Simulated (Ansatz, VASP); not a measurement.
# AgCl: VASP beside Ansatz

The input INCAR:

```
PREC     = Accurate       # precision mode
ENCUT    = 520            # plane-wave cutoff, eV
EDIFF    = 1E-7           # SCF threshold, eV
ISMEAR   = 0              # smearing method
SIGMA    = 0.05           # smearing width, eV
LREAL    = F              # projectors in reciprocal space
LASPH    = T              # aspherical terms in the spheres
NELM     = 100            # most SCF steps
ALGO     = Normal         # electronic algorithm
ISIF     = 2              # what is computed and relaxed
LWAVE    = F              # write WAVECAR
LCHARG   = T              # write CHGCAR
GGA      = PE             # functional
LELF     = T              # ELF
LVHAR    = T            
NBANDS   = 16             # bands
```

KPOINTS

```
regular mesh
0
Gamma
  8 8 8
```

Contents of POSCAR:

```
AgCl
1.0
    0.0000000000      2.7731500000      2.9950020000
    2.7731500000      0.0000000000      2.9950020000
    2.7731500000      2.7731500000      0.0000000000
Ag Cl
1 1
Direct
    0.5000000000      0.5000000000      0.5000000000
    0.0000000000      0.0000000000      0.0000000000
```

Input for Ansatz:

```yaml
crystal:
  lattice:
    - [0.0, 2.77315, 2.995002]
    - [2.77315, 0.0, 2.995002]
    - [2.77315, 2.77315, 0.0]
  atoms:
    - { symbol: Ag, position: [0.5, 0.5, 0.5] }
    - { symbol: Cl, position: [0.0, 0.0, 0.0] }
basis:
  ecutwfc: 420
kpoints:
  mp_grid: { grid: [8, 8, 8] }
hamiltonian:
  xc: pbe
scf:
  occupations: { method: gaussian, width: 0.05 }
output:
  forces: true
  stress: true
  eigenvalues: true
```

Change from the starting cell: strain +0.000 along x and y, +0.080 along z, atoms carried along.

Alike in both runs: task single point; functional PBE; k mesh 8 × 8 × 8; occupations gaussian, width 0.05 eV; no spin polarisation.

```csv
,VASP,Ansatz
version,VASP 6.6.1,Ansatz 0.2.0
potentials or method,"VASP PAW PBE potentials, release 64 (Ag, Cl), cutoff 520 eV","scalar-relativistic, plane waves, PAW"
valence electrons in the cell,18,26
```

VASP gave:

```
gap on the k mesh at the Fermi level (eV)                     : 0.74
least direct gap on the mesh (eV)                             : 2.87
pressure (GPa)                                                : -1.3
traceless stress, the component that is largest in VASP (GPa) : -0.37
```

Task: Estimate Ansatz's values.

Result: gap on the k mesh at the Fermi level (eV): 0.75; least direct gap on the mesh (eV): 2.87; pressure (GPa): -1.2; traceless stress, the component that is largest in VASP (GPa): -0.40.

The functional is the same, so the differences come from potentials, cutoffs and numerics. VASP's potentials hold 18 valence electrons a cell and Ansatz's 26, so a difference there can come from the potentials and not from the codes.
